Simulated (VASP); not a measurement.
# Os (P6_3/mmc) in VASP: a series of runs

Os is run at these levels: PBEsol+D3(BJ), PBEsol+D4, PBE; tasks: single point.

All numbers are computed with VASP 6.6.1; they aren't measurements. Logs are shortened: lines on timing, memory, paths and dates and some standing lists are left out, and cuts for length are marked.

## (1) The cell of the first run

Symmetry: P6_3/mmc, No. 194, hexagonal system. Conventional cell: a = 2.734 Å, b = 2.734 Å, c = 4.320 Å, α = 90.00°, β = 90.00°, γ = 120.00°. Within 3.5 Å of Os (site symmetry -6m2) lie 12 Os at 2.68 to 2.73 Å.

## (2) Single point, PBEsol+D3(BJ)

INCAR

```
SYSTEM = Os
ALGO     = Fast           ! electronic algorithm
EDIFF    = 1E-6           ! SCF threshold, eV
ENCUT    = 520            ! plane-wave cutoff, eV
GGA      = PS             ! functional
ISIF     = 2              ! what is computed and relaxed
ISMEAR   = -1             ! smearing method
IVDW     = 12             ! dispersion correction
LASPH    = .True.         ! aspherical terms in the spheres
LCHARG   = .False.        ! write CHGCAR
LREAL    = .False.        ! projectors in reciprocal space
LWAVE    = .False.        ! write WAVECAR
NBANDS   = 15             ! bands
NELM     = 100            ! most SCF steps
PREC     = Accurate       ! precision mode
SIGMA    = 0.05           ! smearing width, eV
```

KPOINTS

```
k-points
0
Gamma
  11 11 6
  0 0 0
```

POSCAR

```
Os
1.0
    2.7341000000      0.0000000000      0.0000000000
   -1.3670500000      2.3678000565      0.0000000000
    0.0000000000      0.0000000000      4.3197000000
Os
2
Direct
    0.6666666667      0.3333333333      0.7500000000
    0.3333333333      0.6666666667      0.2500000000
```

Potentials or basis: VASP PAW PBE potentials, release 64 (Os).

Started as:

```console
$ cat potpaw_PBE.64/Os/POTCAR > POTCAR
$ mpirun -np 1 vasp_std > vasp.out
```

OUTCAR:

```text
SYSTEM = Os
   EDIFF = 1E-6
   ENCUT = 520
   GGA = PS
   ISIF = 2
   ISMEAR = -1
   IVDW = 12
   LASPH = .True.
   LREAL = .False.
   NELM = 100
   PREC = Accurate
 IVDW          = 12

 ion  position               nearest neighbor table
   1  0.667  0.333  0.750-   2 2.68   2 2.68   2 2.68   2 2.68   2 2.68   2 2.68
   2  0.333  0.667  0.250-   1 2.68   1 2.68   1 2.68   1 2.68   1 2.68   1 2.68

  LATTYP: Found a hexagonal cell.
 ALAT       =     2.7341000000
 C/A-ratio  =     1.5799348963

  Lattice vectors:

 A1 = (   2.7341000000,   0.0000000000,   0.0000000000)
 A2 = (  -1.3670500000,   2.3678000565,   0.0000000000)
 A3 = (   0.0000000000,   0.0000000000,   4.3197000000)

Analysis of symmetry for initial positions (statically):
=====================================================================
 Subroutine PRICEL returns:
 Original cell was already a primitive cell.

 Routine SETGRP: Setting up the symmetry group for a
 hexagonal supercell.

 Subroutine GETGRP returns: Found 24 space group operations
 (whereof 12 operations were pure point group operations)
 out of a pool of 24 trial point group operations.

The static configuration has the point symmetry D_3d.
 The point group associated with its full space group is D_6h.

Analysis of symmetry for dynamics (positions and initial velocities):
=====================================================================
 Subroutine PRICEL returns:
 Original cell was already a primitive cell.

 Routine SETGRP: Setting up the symmetry group for a
 hexagonal supercell.

 Subroutine GETGRP returns: Found 24 space group operations
 (whereof 12 operations were pure point group operations)
 out of a pool of 24 trial point group operations.

The dynamic configuration has the point symmetry D_3d.
 The point group associated with its full space group is D_6h.

 Subroutine INISYM returns: Found 24 space group operations
 (whereof 12 operations are pure point group operations),
 and found     1 'primitive' translations

----------------------------------------------------------------------------------------

                                     Primitive cell

  volume of cell :      27.9649

  direct lattice vectors                    reciprocal lattice vectors
     2.734100000  0.000000000  0.000000000     0.365751070  0.211166479  0.000000000
    -1.367050000  2.367800057  0.000000000     0.000000000  0.422332957  0.000000000
     0.000000000  0.000000000  4.319700000     0.000000000  0.000000000  0.231497558

  length of vectors
     2.734100000  2.734100000  4.319700000     0.422332957  0.422332957  0.231497558

  position of ions in fractional coordinates (direct lattice)
     0.666666667  0.333333333  0.750000000
     0.333333333  0.666666667  0.250000000

  ion indices of the primitive-cell ions
   primitive index   ion index
                 1           1
                 2           2

----------------------------------------------------------------------------------------

 KPOINTS: k-points

Automatic generation of k-mesh.
 Grid dimensions read from file:
 generate k-points for:   11   11    6

 Generating k-lattice:

  Cartesian coordinates                     Fractional coordinates (reciprocal lattice)
     0.033250097  0.019196953  0.000000000     0.090909091 -0.000000000  0.000000000
     0.000000000  0.038393905  0.000000000     0.000000000  0.090909091  0.000000000
     0.000000000  0.000000000  0.038582926     0.000000000  0.000000000  0.166666667

  Length of vectors
     0.038393905  0.038393905  0.038582926

  Shift w.r.t. Gamma in fractional coordinates (k-lattice)
     0.000000000  0.000000000  0.000000000

 Subroutine IBZKPT returns following result:
 ===========================================

 Found     64 irreducible k-points:

 Following reciprocal coordinates:
            Coordinates               Weight
  0.000000  0.000000  0.000000      1.000000
  0.090909  0.000000  0.000000      6.000000
  0.181818  0.000000  0.000000      6.000000
  0.272727 -0.000000  0.000000      6.000000
  0.363636 -0.000000  0.000000      6.000000
  0.454545  0.000000  0.000000      6.000000
[... 16 lines left out ...]
  0.090909  0.090909  0.166667     12.000000
  0.181818  0.090909  0.166667     24.000000
 [... further k-points ...]
   k-points           NKPTS =     64   k-points in BZ     NKDIM =     64   number of bands    NBANDS=     15
   number of dos      NEDOS =    301   number of ions     NIONS =      2
   total plane-waves  NPLWV =  12800
   dimension x,y,z NGX =    20 NGY =   20 NGZ =   32
   dimension x,y,z NGXF=    40 NGYF=   40 NGZF=   64
   ions per type =               2
   NGX,Y,Z   is equivalent  to a cutoff of  12.16, 12.16, 12.32 a.u.
   NGXF,Y,Z  is equivalent  to a cutoff of  24.32, 24.32, 24.63 a.u.
 SYSTEM =  Os
   PREC   = accura    normal or accurate (medium, high low for compatibility)
   ISTART =      0    job   : 0-new  1-cont  2-samecut
   ICHARG =      2    charge: 1-file 2-atom 10-const
   ISPIN  =      1    spin polarized calculation?
   LNONCOLLINEAR =      F non collinear calculations
   LSORBIT =      F    spin-orbit coupling
   LASPH  =      T    aspherical Exc in radial PAW
   ENCUT  =  520.0 eV  38.22 Ry    6.18 a.u.   5.08  5.08  8.03*2*pi/ulx,y,z
   NELM   =    100;   NELMIN=  2; NELMDL= -5     # of ELM steps
   EDIFF  = 0.1E-05   stopping-criterion for ELM
   LREAL  =      F    real-space projection
   EDIFFG = 0.1E-04   stopping-criterion for IOM
   NSW    =      0    number of steps for IOM
   IBRION =     -1    ionic relax: 0-MD 1-quasi-New 2-CG
   NFREE  =      0    steps in history (QN), initial steepest desc. (CG)
   ISIF   =      2    stress and relaxation
   ISYM   =      2    0-nonsym 1-usesym 2-fastsym
   POTIM  = 0.5000    time-step for ionic-motion
   TEBEG  =    0.0;   TEEND  =   0.0 temperature during run
   PSTRESS=    0.0 pullay stress
   NELECT =      16.0000    total number of electrons
   NUPDOWN=      -1.0000    fix difference up-down
   EMIN   =  10.00;   EMAX   =-10.00  energy-range for DOS
   EFERMI =   0.00;   METHOD = LEGACY
   ISMEAR =    -1;   SIGMA  =   0.05  broadening in eV -4-tet -1-fermi 0-gaus
   EFERMI_NEDOS =   21; number of points for ismear=-14 and -15
   IALGO  =     68    algorithm
   IMIX   =      4    mixing-type and parameters
     AMIX     =   0.40;   BMIX     =  1.00
     AMIX_MAG =   1.60;   BMIX_MAG =  1.00
  volume/ion in A,a.u.               =      13.98        94.36
  Fermi-wavevector in a.u.,A,eV,Ry     =   1.359076  2.568282 25.131161  1.847088
  Thomas-Fermi vector in A             =   2.485855
   LORBIT       =      0    0 simple, 1 ext, 2 COOP (PROOUT), +10 PAW based schemes
   GGA     = PS    functional components
   LHFCALC =     F    Hartree Fock is set to
   AEXX    =    0.0000 exact exchange contribution
   IVDW    =    12    specifies the selected vdW correction
   LEPSILON=     F    determine dielectric tensor
   LRPA    =     F    only Hartree local field effects (RPA)
 non-spin polarized calculation
 RMM-DIIS sequential band-by-band and
  energy-cutoff  :      520.00
  volume of cell :       27.96
 maximum number of plane-waves:       768
   NGX = 11   NGY = 11   NGZ = 17

 number of electron      15.9999999 magnetization

 Free energy of the ion-electron system (eV)
  ---------------------------------------------------
  ext. energy  EPLUGINS =         0.00000000
  ---------------------------------------------------
  free energy    TOTEN  =       -24.47484779 eV

  energy without entropy =      -24.46170324  energy(sigma->0) =      -24.46827552

 E-fermi :   9.2670     XC(G=0): -14.1556

 val. band max:        9.2456086733   @ k =   0.0909   0.0000   0.3333
 cond. band min:       9.3061658687   @ k =   0.0000   0.0000   0.0000
 fundamental gap:      0.0605571954
 Fermi energy:         9.2670122978

 k-point     1 :       0.0000    0.0000    0.0000
  band No.  band energies     occupation
      1      -1.6859      2.00000
      2       1.4856      2.00000
      3       6.2477      2.00000
      4       6.2477      2.00000
      5       6.4980      2.00000
      6       7.0944      2.00000
      7       7.0944      2.00000
      8       7.7475      2.00000
      9       7.7475      2.00000
     10       9.3062      0.62732
     11      11.0088      0.00000
     12      11.0088      0.00000
     13      18.3594      0.00000
     14      23.3500      0.00000
     15      26.0812      0.00000

 k-point     2 :       0.0909    0.0000    0.0000
  band No.  band energies     occupation
      1      -1.3532      2.00000
      2       1.7786      2.00000
      3       5.6923      2.00000
      4       6.5428      2.00000
      5       6.8601      2.00000
      6       7.0161      2.00000
      7       7.2667      2.00000
      8       7.3697      2.00000
      9       7.5164      2.00000
     10       8.2575      2.00000
     11      11.1677      0.00000
     12      12.6281      0.00000
     13      18.3281      0.00000
     14      24.0265      0.00000
     15      26.5037      0.00000

 k-point     3 :       0.1818    0.0000    0.0000
  band No.  band energies     occupation
      1      -0.4337      2.00000
      2       2.4655      2.00000
      3       5.0441      2.00000
      4       5.7873      2.00000
      5       6.4404      2.00000
      6       6.9957      2.00000
      7       7.3966      2.00000
      8       7.6661      2.00000
      9       7.7569      2.00000
     10       8.1593      2.00000
     11      11.4906      0.00000
     12      15.0152      0.00000
     13      18.1447      0.00000
     14      25.0856      0.00000
     15      26.7112      0.00000
[... 343 lines left out ...]
 k-point    23 :       0.0909    0.0909    0.1667
  band No.  band energies     occupation
      1      -0.4139      2.00000
      2       2.3765      2.00000
      3       5.1894      2.00000
      4       5.5674      2.00000
      5       6.3542      2.00000
      6       6.7107      2.00000
      7       7.1756      2.00000
      8       7.5317      2.00000
      9       8.2417      2.00000
     10       8.3118      2.00000
     11      11.2898      0.00000
     12      13.3265      0.00000
     13      19.8423      0.00000
     14      24.5997      0.00000
     15      26.7027      0.00000

 k-point    24 :       0.1818    0.0909    0.1667
  band No.  band energies     occupation
      1       0.6244      2.00000
      2       3.0998      2.00000
      3       4.5142      2.00000
      4       4.7394      2.00000
      5       5.9996      2.00000
      6       6.6191      2.00000
      7       7.1962      2.00000
      8       8.1520      2.00000
      9       8.7646      1.99991
     10       9.1457      1.83759
     11      11.4502      0.00000
     12      14.8523      0.00000
     13      19.8298      0.00000
     14      24.4323      0.00000
     15      25.5206      0.00000

 [... further k-points ...]

------------------------ aborting loop because EDIFF is reached ----------------------------------------

 Edisp (eV)   -1.33586

 E8    (eV) :    -0.9534

  FORCE on cell =-STRESS in cart. coord.  units (eV):
  Direction    XX          YY          ZZ          XY          YZ          ZX
  --------------------------------------------------------------------------------------
  -------------------------------------------------------------------------------------
  Total      -1.74142    -1.74142    -1.75284     0.00000     0.00000     0.00000
  in kB     -99.77010   -99.77010  -100.42479     0.00000     0.00000     0.00000
  external pressure =      -99.99 kB  Pullay stress =        0.00 kB

 VOLUME and BASIS-vectors are now :
 -----------------------------------------------------------------------------
  energy-cutoff  :      520.00
  volume of cell :       27.96
      direct lattice vectors                 reciprocal lattice vectors
     2.734100000  0.000000000  0.000000000     0.365751070  0.211166479  0.000000000
    -1.367050000  2.367800057  0.000000000     0.000000000  0.422332957  0.000000000
     0.000000000  0.000000000  4.319700000     0.000000000  0.000000000  0.231497558

 POSITION                                       TOTAL-FORCE (eV/Angst)
 -----------------------------------------------------------------------------------
      1.36705      0.78927      3.23977        -0.000000      0.000000      0.000000
     -0.00000      1.57853      1.07993         0.000000     -0.000000      0.000000
 -----------------------------------------------------------------------------------
    total drift:                               -0.000000      0.000000     -0.000000

  FREE ENERGIE OF THE ION-ELECTRON SYSTEM (eV)
  ---------------------------------------------------
  free  energy   TOTEN  =       -25.8107035532 eV

  energy  without entropy=      -25.7975590097  energy(sigma->0) =      -25.80413128
```

It took 26 s on 1 thread of Intel Xeon Platinum 8375C at 2.90GHz (Ice Lake), shared host; peak memory 0.16 GiB.

Results:

```
Free energy                : -25.8107 eV
Pressure                   : -10.0 GPa
Band gap on the k mesh     : zero (band 8 reaches 11.42 eV, above the bottom of band 9 at 7.52 eV)
Dispersion energy per atom : -0.668 eV
```

Caveat: three body term missing; the PAW data sets were made with another functional, which shifts forces and pressure a little; spin-orbit coupling is left out, which moves the levels of the heavy elements; pairwise dispersion overbinds metals, which lowers pressure and volume.

## (3) Single point, PBEsol+D4

This run uses another cell than the first one, of 13.76 Å³/atom, 0.984 times its volume.

INCAR

```
PREC = Accurate
ENCUT = 520
EDIFF = 1E-6
ISMEAR = -1
SIGMA = 0.05
LREAL = F
LASPH = T
NELM = 60
ALGO = Normal
ISIF = 2
LWAVE = F
LCHARG = F
GGA = PS
IVDW = 13
NBANDS = 15
```

KPOINTS

```
regular mesh
0
Gamma
  11 11 6
```

POSCAR

```
Os
1.0
    2.7186898226      0.0000000000      0.0000000000
   -1.3593449113      2.3544544514      0.0000000000
    0.0000000000      0.0000000000      4.2988485592
Os
2
Direct
    0.6666666667      0.3333333333      0.7500000000
    0.3333333333      0.6666666667      0.2500000000
```

Potentials or basis: VASP PAW PBE potentials, release 64 (Os).

Started as:

```console
$ cat potpaw_PBE.64/Os/POTCAR > POTCAR
$ mpirun -np 1 vasp_std > vasp.out
```

Wall time 24 s (1 thread of Intel Xeon Platinum 8375C at 2.90GHz (Ice Lake), shared host); peak memory 0.15 GiB.

The run converged. Its results:

```yaml
Free_energy: -25.2974 eV
Pressure: 0.7 GPa
Band_gap_on_the_k_mesh: zero (band 8 reaches 11.73 eV, above the bottom of band 9 at 7.73 eV)
Dispersion_energy_per_atom: -0.413 eV
```

Stress tensor (GPa, compression positive):
```
0.68 0.00 0.00
0.00 0.68 0.00
0.00 0.00 0.59
```

Levels at points of the mesh, in eV from the Fermi level:
```csv
k point,band 6,band 7,band 8,band 9,band 10,band 11
"(0.00, 0.00, 0.00)",-2.23,-2.23,-1.55,-1.55,0.03,1.78
"(0.00, 0.00, 0.50)",-3.29,-3.29,-3.29,0.97,0.97,0.97
```

Caveat: the PAW data sets were made with another functional, which shifts forces and pressure a little; spin-orbit coupling is left out, which moves the levels of the heavy elements; pairwise dispersion overbinds metals, which lowers pressure and volume.

## (4) Single point, PBE

This run uses another cell than the first one, of 13.70 Å³/atom, 0.980 times its volume.

INCAR

```
PREC = Accurate ; ENCUT = 520
EDIFF = 1E-6 ; ISMEAR = -1
SIGMA = 0.05 ; LREAL = False
LASPH = True ; NELM = 60
ALGO = Normal ; ISIF = 2
LWAVE = False ; LCHARG = False
GGA = PE ; NBANDS = 15
```

KPOINTS

```
regular mesh
0
Gamma
  9 9 5
```

POSCAR

```
Os
1.0
    2.7341000000      0.0000000000      0.0000000000
   -1.3670500000      2.3678000565      0.0000000000
    0.0000000000      0.0000000000      4.2333060000
Os
2
Direct
    0.6666666667      0.3333333333      0.7500000000
    0.3333333333      0.6666666667      0.2500000000
```

Started as:

```console
$ cat potpaw_PBE.64/Os/POTCAR > POTCAR
$ mpirun -np 1 vasp_std > vasp.out
```

It took 7.7 s on 1 thread of Intel Xeon Platinum 8488C (Sapphire Rapids), shared host; peak memory 0.14 GiB.

It converged, with:

```yaml
Free_energy: -22.4456 eV
Pressure: 18.6 GPa
Band_gap_on_the_k_mesh: zero (band 8 reaches 11.88 eV, above the bottom of band 9 at 7.93 eV)
```

Stress tensor (GPa, compression positive):
```
13.38  0.00  0.00
 0.00 13.38  0.00
 0.00  0.00 29.15
```

Levels at points of the mesh, in eV from the Fermi level:
| k point | band 6 | band 7 | band 8 | band 9 | band 10 | band 11 |
| --- | --- | --- | --- | --- | --- | --- |
| (0.00, 0.00, 0.00) | -2.45 | -2.45 | -1.98 | -1.98 | 0.09 | 1.55 |

Caveat: spin-orbit coupling is left out, which moves the levels of the heavy elements.

## (5) Single point, PBE

This run uses another cell than the first one, of 13.84 Å³/atom, 0.990 times its volume.

INCAR

```
PREC = Accurate
ENCUT = 520
EDIFF = 1E-6
ISMEAR = -1
SIGMA = 0.05
LREAL = False
LASPH = True
NELM = 60
ALGO = Fast
ISIF = 2
LWAVE = False
LCHARG = False
GGA = PE
NBANDS = 15
```

KPOINTS

```
Automatic mesh
0
Gamma
  9 9 5
```

Changes to POSCAR since step 4:

```diff
@@ -4,3 +4,3 @@
    -1.3670500000      2.3678000565      0.0000000000
-    0.0000000000      0.0000000000      4.2333060000
+    0.0000000000      0.0000000000      4.2765030000
 Os
```

Started as:

```console
$ cat potpaw_PBE.64/Os/POTCAR > POTCAR
$ mpirun -np 1 vasp_std > vasp.out
```

Run time: 9.2 s. Hardware: 1 thread of Intel Xeon Platinum 8488C (Sapphire Rapids), shared host; peak memory 0.13 GiB.

It converged, with:

```yaml
Free_energy: -22.4877 eV
Pressure: 13.3 GPa
Band_gap_on_the_k_mesh: zero (band 8 reaches 11.69 eV, above the bottom of band 9 at 7.80 eV)
```

Stress tensor (GPa, compression positive):
```
10.51  0.00  0.00
 0.00 10.51  0.00
 0.00  0.00 18.91
```

Levels at points of the mesh, in eV from the Fermi level:
```tsv
k point	band 4	band 5	band 6	band 7	band 8	band 9	band 10	band 11	band 12	band 13
(0.00, 0.00, 0.00)	-3.32	-2.91	-2.43	-2.43	-1.86	-1.86	-0.04	1.53	1.53	9.15
```

Caveat: spin-orbit coupling is left out, which moves the levels of the heavy elements.

## (6) The runs side by side

```tsv
level	cell	k mesh	gap on the mesh (eV)	pressure (GPa)
PBEsol+D3(BJ)	a = 2.734, b = 2.734, c = 4.320 Å, angles 90.0, 90.0, 120.0°, 2 atoms	11 × 11 × 6	none	-10.0
PBEsol+D4	a = 2.719, b = 2.719, c = 4.299 Å, angles 90.0, 90.0, 120.0°, 2 atoms	11 × 11 × 6	none	0.7
PBE	a = 2.734, b = 2.734, c = 4.233 Å, angles 90.0, 90.0, 120.0°, 2 atoms	9 × 9 × 5	none	18.6
PBE	a = 2.734, b = 2.734, c = 4.277 Å, angles 90.0, 90.0, 120.0°, 2 atoms	9 × 9 × 5	none	13.3
```

Alike in all rows: task single point; potentials or basis VASP PAW PBE potentials, release 64 (Os); no spin polarisation; cutoff (eV) 520; smearing fermi-dirac 0.05 eV.

Caveats: spin-orbit coupling is left out, which moves the levels of the heavy elements; the PAW data sets were made with another functional, which shifts forces and pressure a little (some runs); pairwise dispersion overbinds metals, which lowers pressure and volume (some runs); three body term missing (some runs).

Absolute energies hang on the potentials; compare differences alone.
